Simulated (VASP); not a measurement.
# Ta (Pm-3m) in VASP: notebook, part 2 of 2

VASP 6.6.1. Earlier steps stand in the parts before.

**4. Single point, PBE (volume scaled by 1.08)**

INCAR

```
ALGO = Normal
EDIFF = 1E-7
ENCUT = 520
GGA = PE
ISIF = 2
ISMEAR = -1
LASPH = T
LCHARG = T
LELF = T
LREAL = F
LVHAR = T
LWAVE = F
NBANDS = 12
NELM = 80
PREC = Accurate
SIGMA = 0.1
```

KPOINTS

```
k-points
0
Gamma
  13 13 13
```

POSCAR

```
Ta
1.0
    2.8134764698      0.0000000000      0.0000000000
    0.0000000000      2.8134764698      0.0000000000
    0.0000000000      0.0000000000      2.8134764698
Ta
1
Direct
    0.0000000000      0.0000000000      0.0000000000
```

Potentials or basis: VASP PAW PBE potentials, release 64 (Ta_pv).

Command:

```bash
$ cat potpaw_PBE.64/Ta_pv/POTCAR > POTCAR
$ mpirun -np 1 vasp_std > vasp.out
```

OUTCAR:

```text
EDIFF = 1E-7
   ENCUT = 520
   GGA = PE
   ISIF = 2
   ISMEAR = -1
   LASPH = T
   LREAL = F
   NELM = 80
   PREC = Accurate

 ion  position               nearest neighbor table
   1  0.000  0.000  0.000-

  LATTYP: Found a simple cubic cell.
 ALAT       =     2.8134764698

  Lattice vectors:

 A1 = (   2.8134764698,   0.0000000000,   0.0000000000)
 A2 = (   0.0000000000,   2.8134764698,   0.0000000000)
 A3 = (   0.0000000000,   0.0000000000,   2.8134764698)

Analysis of symmetry for initial positions (statically):
=====================================================================
 Subroutine PRICEL returns:
 Original cell was already a primitive cell.

 Routine SETGRP: Setting up the symmetry group for a
 simple cubic supercell.

 Subroutine GETGRP returns: Found 48 space group operations
 (whereof 48 operations were pure point group operations)
 out of a pool of 48 trial point group operations.

The static configuration has the point symmetry O_h .

Analysis of symmetry for dynamics (positions and initial velocities):
=====================================================================
 Subroutine PRICEL returns:
 Original cell was already a primitive cell.

 Routine SETGRP: Setting up the symmetry group for a
 simple cubic supercell.

 Subroutine GETGRP returns: Found 48 space group operations
 (whereof 48 operations were pure point group operations)
 out of a pool of 48 trial point group operations.

The dynamic configuration has the point symmetry O_h .

 Subroutine INISYM returns: Found 48 space group operations
 (whereof 48 operations are pure point group operations),
 and found     1 'primitive' translations

----------------------------------------------------------------------------------------

                                     Primitive cell

  volume of cell :      22.2705

  direct lattice vectors                    reciprocal lattice vectors
     2.813476470  0.000000000  0.000000000     0.355432153  0.000000000  0.000000000
     0.000000000  2.813476470  0.000000000     0.000000000  0.355432153  0.000000000
     0.000000000  0.000000000  2.813476470     0.000000000  0.000000000  0.355432153

  length of vectors
     2.813476470  2.813476470  2.813476470     0.355432153  0.355432153  0.355432153

  position of ions in fractional coordinates (direct lattice)
     0.000000000  0.000000000  0.000000000

  ion indices of the primitive-cell ions
   primitive index   ion index
                 1           1

----------------------------------------------------------------------------------------

 KPOINTS: k-points

Automatic generation of k-mesh.
 Grid dimensions read from file:
 generate k-points for:   13   13   13

 Generating k-lattice:

  Cartesian coordinates                     Fractional coordinates (reciprocal lattice)
     0.027340935  0.000000000  0.000000000     0.076923077  0.000000000  0.000000000
     0.000000000  0.027340935  0.000000000     0.000000000  0.076923077  0.000000000
     0.000000000  0.000000000  0.027340935     0.000000000  0.000000000  0.076923077

  Length of vectors
     0.027340935  0.027340935  0.027340935

  Shift w.r.t. Gamma in fractional coordinates (k-lattice)
     0.000000000  0.000000000  0.000000000

 Subroutine IBZKPT returns following result:
 ===========================================

 Found     84 irreducible k-points:

 Following reciprocal coordinates:
            Coordinates               Weight
  0.000000  0.000000  0.000000      1.000000
  0.076923  0.000000  0.000000      6.000000
  0.153846  0.000000  0.000000      6.000000
  0.230769  0.000000  0.000000      6.000000
  0.307692  0.000000  0.000000      6.000000
  0.384615  0.000000  0.000000      6.000000
[... 16 lines left out ...]
  0.307692  0.307692  0.000000     12.000000
  0.384615  0.307692  0.000000     24.000000
 [... further k-points ...]
   k-points           NKPTS =     84   k-points in BZ     NKDIM =     84   number of bands    NBANDS=     12
   number of dos      NEDOS =    301   number of ions     NIONS =      1
   total plane-waves  NPLWV =  13824
   dimension x,y,z NGX =    24 NGY =   24 NGZ =   24
   dimension x,y,z NGXF=    48 NGYF=   48 NGZF=   48
   ions per type =               1
   NGX,Y,Z   is equivalent  to a cutoff of  14.18, 14.18, 14.18 a.u.
   NGXF,Y,Z  is equivalent  to a cutoff of  28.36, 28.36, 28.36 a.u.
 SYSTEM =  unknown system
   PREC   = accura    normal or accurate (medium, high low for compatibility)
   ISTART =      0    job   : 0-new  1-cont  2-samecut
   ICHARG =      2    charge: 1-file 2-atom 10-const
   ISPIN  =      1    spin polarized calculation?
   LNONCOLLINEAR =      F non collinear calculations
   LSORBIT =      F    spin-orbit coupling
   LASPH  =      T    aspherical Exc in radial PAW
   ENCUT  =  520.0 eV  38.22 Ry    6.18 a.u.   5.23  5.23  5.23*2*pi/ulx,y,z
   NELM   =     80;   NELMIN=  2; NELMDL= -5     # of ELM steps
   EDIFF  = 0.1E-06   stopping-criterion for ELM
   LREAL  =      F    real-space projection
   EDIFFG = 0.1E-05   stopping-criterion for IOM
   NSW    =      0    number of steps for IOM
   IBRION =     -1    ionic relax: 0-MD 1-quasi-New 2-CG
   NFREE  =      0    steps in history (QN), initial steepest desc. (CG)
   ISIF   =      2    stress and relaxation
   ISYM   =      2    0-nonsym 1-usesym 2-fastsym
   POTIM  = 0.5000    time-step for ionic-motion
   TEBEG  =    0.0;   TEEND  =   0.0 temperature during run
   PSTRESS=    0.0 pullay stress
   NELECT =      11.0000    total number of electrons
   NUPDOWN=      -1.0000    fix difference up-down
   EMIN   =  10.00;   EMAX   =-10.00  energy-range for DOS
   EFERMI =   0.00;   METHOD = LEGACY
   ISMEAR =    -1;   SIGMA  =   0.10  broadening in eV -4-tet -1-fermi 0-gaus
   EFERMI_NEDOS =   21; number of points for ismear=-14 and -15
   IALGO  =     38    algorithm
   IMIX   =      4    mixing-type and parameters
     AMIX     =   0.40;   BMIX     =  1.00
     AMIX_MAG =   1.60;   BMIX_MAG =  1.00
  volume/ion in A,a.u.               =      22.27       150.29
  Fermi-wavevector in a.u.,A,eV,Ry     =   1.294084  2.445464 22.785040  1.674653
  Thomas-Fermi vector in A             =   2.425689
   LORBIT       =      0    0 simple, 1 ext, 2 COOP (PROOUT), +10 PAW based schemes
   GGA     = PE    functional components
   LHFCALC =     F    Hartree Fock is set to
   AEXX    =    0.0000 exact exchange contribution
   IVDW    =     0    specifies the selected vdW correction
   LEPSILON=     F    determine dielectric tensor
   LRPA    =     F    only Hartree local field effects (RPA)
 non-spin polarized calculation
  energy-cutoff  :      520.00
  volume of cell :       22.27
 maximum number of plane-waves:       621
 NGX is ok and might be reduce to    24
   NGX = 11   NGY = 11   NGZ = 11

 number of electron      11.0000002 magnetization

 Free energy of the ion-electron system (eV)
  ---------------------------------------------------
  ext. energy  EPLUGINS =         0.00000000
  ---------------------------------------------------
  free energy    TOTEN  =       -10.66544929 eV

  energy without entropy =      -10.62956271  energy(sigma->0) =      -10.64750600

 E-fermi :   3.9235     XC(G=0): -11.4508

 val. band max:        3.8737762241   @ k =   0.4615   0.2308   0.2308
 cond. band min:       3.9530029085   @ k =   0.2308   0.2308   0.2308
 fundamental gap:      0.0792266844
 Fermi energy:         3.9235129422

 k-point     1 :       0.0000    0.0000    0.0000
  band No.  band energies     occupation
      1     -29.7678      2.00000
      2     -29.7678      2.00000
      3     -29.7678      2.00000
      4      -3.0619      2.00000
      5       1.5713      2.00000
      6       1.5713      2.00000
      7       9.4754      0.00000
      8       9.4754      0.00000
      9       9.4754      0.00000
     10      17.6593      0.00000
     11      17.6593      0.00000
     12      17.6593      0.00000
[... 331 lines left out ...]
 k-point    24 :       0.3846    0.3077    0.0000
  band No.  band energies     occupation
      1     -30.5047      2.00000
      2     -30.3113      2.00000
      3     -29.6425      2.00000
      4       1.0301      2.00000
      5       2.1106      2.00000
      6       5.4856      0.00000
      7       6.8404      0.00000
      8       6.9044      0.00000
      9       7.5731      0.00000
     10      13.3263      0.00000
     11      16.5268      0.00000
     12      18.0593      0.00000

 [... further k-points ...]

------------------------ aborting loop because EDIFF is reached ----------------------------------------

  FORCE on cell =-STRESS in cart. coord.  units (eV):
  Direction    XX          YY          ZZ          XY          YZ          ZX
  --------------------------------------------------------------------------------------
  -------------------------------------------------------------------------------------
  Total       -1.3100343     -1.3100343     -1.3100343      0.0000000      0.0000000     -0.0000000
  in kB      -94.2460964    -94.2460964    -94.2460964      0.0000000      0.0000000     -0.0000000
  external PRESSURE =     -94.2460964 kB  Pullay stress =       0.0000000 kB

 VOLUME and BASIS-vectors are now :
 -----------------------------------------------------------------------------
  energy-cutoff  :      520.00
  volume of cell :       22.27
      direct lattice vectors                 reciprocal lattice vectors
     2.813476470  0.000000000  0.000000000     0.355432153  0.000000000  0.000000000
     0.000000000  2.813476470  0.000000000     0.000000000  0.355432153  0.000000000
     0.000000000  0.000000000  2.813476470     0.000000000  0.000000000  0.355432153

 POSITION                                       TOTAL-FORCE (eV/Angst)
 -----------------------------------------------------------------------------------
      0.00000      0.00000      0.00000         0.000000      0.000000      0.000000
 -----------------------------------------------------------------------------------
    total drift:                                0.000000     -0.000000      0.000000

  FREE ENERGIE OF THE ION-ELECTRON SYSTEM (eV)
  ---------------------------------------------------
  free  energy   TOTEN  =       -10.6654492865 eV

  energy  without entropy=      -10.6295627076  energy(sigma->0) =      -10.64750600
```

Wall time 12 s (1 thread of Intel Xeon Platinum 8259CL at 2.50GHz (Skylake/Cascade Lake), shared host); peak memory 0.15 GiB.

What came out:

* Free energy: -10.6654 eV
* Pressure: -9.4 GPa

Levels at points of the mesh, in eV from the Fermi level:
| k point | band 4 | band 5 | band 6 | band 7 | band 8 | band 9 |
| --- | --- | --- | --- | --- | --- | --- |
| (0.00, 0.00, 0.00) | -6.99 | -2.35 | -2.35 | 5.55 | 5.55 | 5.55 |

Caveat: spin-orbit coupling is left out, which moves the levels of the heavy elements.

**5. Summary**

| cell | gap on the mesh (eV) | pressure (GPa) |
| --- | --- | --- |
| a = 2.742 Å, 1 atom | none | 0.1 |
| a = 2.778 Å, 1 atom | none | -5.1 |
| a = 2.813 Å, 1 atom | none | -9.4 |

Alike in all rows: task single point; level PBE; potentials or basis VASP PAW PBE potentials, release 64 (Ta_pv); no spin polarisation; k mesh 13 × 13 × 13; cutoff (eV) 520; smearing fermi-dirac 0.1 eV.

Caveats: spin-orbit coupling is left out, which moves the levels of the heavy elements.

Total energies depend on the potentials used, so only differences within one code and one set of settings carry meaning.
